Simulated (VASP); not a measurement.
Set up this calculation in VASP 6.6.1, as the native input.

```
Task                   : relaxation of cell and atoms
Functional             : PBE
Potentials or basis    : VASP PAW PBE potentials, release 64 (Ga_d, H)
Cutoff                 : 600 eV
k mesh                 : 3 × 3 × 6
Occupations            : gaussian, width 0.1 eV
Spin                   : no spin polarisation
Dipole correction      : no
Further INCAR settings : ALGO = Normal; EDIFF = 1e-06; IBRION = 2; EDIFFG = -0.04; NSW = 90; ISIF = 3
```

The structure of GaH3 lies in POSCAR:

```
GaH3
1.0
    6.8201523000      0.0000000000      0.0000000000
   -3.4100761500      5.9064251500      0.0000000000
    0.0000000000      0.0000000000      3.5002197000
Ga H
3 9
Direct
    0.5000000000      0.0000000000      0.0000000000
    0.5000000000      0.5000000000      0.0000000000
    0.0000000000      0.5000000000      0.0000000000
    0.5000000000      0.0000000000      0.5000000000
    0.5000000000      0.7500000000      0.0000000000
    0.5000000000      0.2500000000      0.0000000000
    0.2500000000      0.7500000000      0.0000000000
    0.7500000000      0.2500000000      0.0000000000
    0.5000000000      0.5000000000      0.5000000000
    0.2500000000      0.5000000000      0.0000000000
    0.7500000000      0.5000000000      0.0000000000
    0.0000000000      0.5000000000      0.5000000000
```

The input as run:

INCAR

```
SYSTEM = GaH3
PREC = Accurate ; ENCUT = 600
EDIFF = 1E-6 ; ISMEAR = 0
SIGMA = 0.1 ; LREAL = .False.
LASPH = .True. ; NELM = 80
ALGO = Normal ; ISIF = 3
LWAVE = .False. ; LCHARG = .False.
GGA = PE ; IBRION = 2
NSW = 90 ; EDIFFG = -0.04
```

KPOINTS

```
Automatic mesh
0
Gamma
  3 3 6
  0 0 0
```

Potentials or basis: VASP PAW PBE potentials, release 64 (Ga_d, H).

Launch:

```bash
$ cat potpaw_PBE.64/Ga_d/POTCAR potpaw_PBE.64/H/POTCAR > POTCAR
$ mpirun -np 1 vasp_std > vasp.out
```

It gave:

```yaml
Relaxed_volume: 11.52 Å³/atom
Relaxed_cell: a = 6.752 Å, b = 6.752 Å, c = 3.499 Å, α = 90.00°, β = 90.00°, γ = 120.00°
Space_group_after_relaxing_to_0.05_Å: P6/mmm (No. 191)
Energy_gained_by_relaxing: 135.0 meV/atom
Ionic_steps: 8
Pressure_after_relaxing: 0.0 GPa
Largest_force_after_relaxing: 0.012 eV/Å
Band_gap_on_the_k_mesh: zero (band 24 reaches 0.47 eV, above the bottom of band 25 at -0.35 eV)
```

Wall time 7.9 min on 1 thread of Oxide Virtual Turin-like Processor, on a shared host, peak memory 0.26 GiB.
